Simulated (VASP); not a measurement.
Here is a VASP 6.6.1 calculation.

INCAR

```
SYSTEM = Si2N
PREC     = Accurate       ! precision mode
ENCUT    = 520            ! plane-wave cutoff, eV
EDIFF    = 1E-6           ! SCF threshold, eV
ISMEAR   = 0              ! smearing method
SIGMA    = 0.2            ! smearing width, eV
LREAL    = .FALSE.        ! projectors in reciprocal space
LASPH    = .TRUE.         ! aspherical terms in the spheres
NELM     = 100            ! most SCF steps
ALGO     = Normal         ! electronic algorithm
ISIF     = 2              ! what is computed and relaxed
LWAVE    = .FALSE.        ! write WAVECAR
LCHARG   = .FALSE.        ! write CHGCAR
GGA      = PE             ! functional
NBANDS   = 22             ! bands
```

Contents of KPOINTS:

```
regular mesh
0
G
  8 8 2
  0 0 0
```

File POSCAR:

```
Si2N
1.0
    2.7350278934      0.0000000000      0.0000000000
    0.0000000000      2.7350278934      0.0000000000
    0.0000000000      0.0000000000     10.8343659908
Si N
4 2
Direct
    0.5000000000      0.0000000000      0.1161832142
    0.5000000000      0.0000000000      0.6161832142
    0.0000000000      0.5000000000      0.3838167858
    0.0000000000      0.5000000000      0.8838167858
    0.0000000000      1.0000000000      0.0000000000
    0.0000000000      1.0000000000      0.5000000000
```

Potentials or basis: VASP PAW PBE potentials, release 64 (Si, N).

Launch:

```bash
$ cat potpaw_PBE.64/Si/POTCAR potpaw_PBE.64/N/POTCAR > POTCAR
$ mpirun -np 1 vasp_std > vasp.out
```

Task: Predict the largest force.

Result: 0.016 eV/Å.

Task: What does it give for the band gap on the k mesh?

Result: Zero (bands 13 and 14 overlap by 3.89 eV).

Stress tensor (GPa, compression positive):
```
 0.18  0.00  0.00
 0.00  0.18  0.00
 0.00  0.00 -0.95
```
